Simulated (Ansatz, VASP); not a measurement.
Two plane-wave programs on InP

INCAR

```
SYSTEM = InP
  PREC = Accurate
  ENCUT = 520
  EDIFF = 1E-6
  ISMEAR = 0
  SIGMA = 0.05
  LREAL = .FALSE.
  LASPH = .TRUE.
  NELM = 100
  ALGO = Normal
  ISIF = 2
  LWAVE = .FALSE.
  LCHARG = .FALSE.
  GGA = PE
  NBANDS = 16
```

File KPOINTS:

```
regular mesh
0
G
  10 10 10
  0 0 0
```

POSCAR

```
InP
1.0
    0.0000000000      2.8906331776      3.0694352298
    2.8906331776      0.0000000000      3.0694352298
    2.8906331776      2.8906331776      0.0000000000
In P
1 1
Direct
    0.0000000000      0.0000000000      0.0000000000
    0.7500000000      0.7500000000      0.7500000000
```

Input for Ansatz:

```yaml
crystal:
  lattice:
    - [0.0, 2.8906331776, 3.0694352298]
    - [2.8906331776, 0.0, 3.0694352298]
    - [2.8906331776, 2.8906331776, 0.0]
  atoms:
    - { symbol: In, position: [0.0, 0.0, 0.0] }
    - { symbol: P, position: [0.75, 0.75, 0.75] }
basis:
  ecutwfc: 420
kpoints:
  mp_grid: { grid: [10, 10, 10] }
hamiltonian:
  xc: pbe
scf:
  occupations: { method: gaussian, width: 0.05 }
output:
  forces: true
  stress: true
  eigenvalues: true
```

Change from the starting cell: strain -0.030 along x and y, +0.030 along z, atoms carried along.

Alike in both runs: task single point; functional PBE; k mesh 10 × 10 × 10; occupations gaussian, width 0.05 eV; no spin polarisation.

|  | VASP | Ansatz |
| --- | --- | --- |
| version | VASP 6.6.1 | Ansatz 0.2.0 |
| potentials or method | VASP PAW PBE potentials, release 64 (In_d, P), cutoff 520 eV | scalar-relativistic, plane waves, PAW |
| valence electrons in the cell | 18 | 18 |

Ansatz gave:

```
gap on the k mesh at the Fermi level (eV)                     : 0.49
least direct gap on the mesh (eV)                             : 0.49
pressure (GPa)                                                : 1.9
traceless stress, the component that is largest in VASP (GPa) : -1.82
```

What did VASP give for the same quantities?

gap on the k mesh at the Fermi level (eV): 0.49; least direct gap on the mesh (eV): 0.49; pressure (GPa): 1.8; traceless stress, the component that is largest in VASP (GPa): -1.82.
